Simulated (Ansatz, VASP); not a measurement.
Two plane-wave programs on Al2Ru

```
Al Ru
1.0
     0.00000    3.87922    4.26472
     2.42754    0.00000    4.26472
     2.42754    3.87922    0.00000
Al Ru
4 2
Direct
  0.07890 0.42110 0.07890
  0.42110 0.07890 0.42110
  0.17110 0.82890 0.17110
  0.82890 0.17110 0.82890
  0.75000 0.75000 0.75000
  0.50000 0.50000 0.50000
```

Change from the starting cell: volume 13.387 Å^3 an atom, stretch along a over the lengths across it, relative to the relaxed cell 1.0621.

Alike in both runs: task single point; functional LDA; k mesh 10 × 10 × 10; occupations gaussian, width 0.03 eV; no spin polarisation.

|  | VASP | Ansatz |
| --- | --- | --- |
| version | VASP 6.6.1 | Ansatz 0.2.0 |
| potentials or method | VASP PAW LDA potentials, release 64 (Al, Ru_pv), cutoff 520 eV | scalar-relativistic, plane waves, PAW |
| valence electrons in the cell | 40 | 44 |

```csv
,VASP,Ansatz,Ansatz less VASP
gap on the k mesh at the Fermi level (eV),0.35,0.35,+0.002
least direct gap on the mesh (eV),1.21,1.21,-0.001
pressure (GPa),0.8,0.3,-0.47
"traceless stress, the component that is largest in VASP (GPa)",-11.37,-11.35,+0.027
rms of the force components (eV/Å),0.115,0.120,+0.0046
```

Ansatz warns that its potentials were made for another functional, while VASP's fit it. LDA's correlation is that of Perdew and Zunger in VASP and of Perdew and Wang (1992) in Ansatz. Atom by atom the forces differ by 0.005 eV/Å (rms over components). VASP's potentials hold 40 valence electrons a cell and Ansatz's 44, so a difference there can come from the potentials and not from the codes.
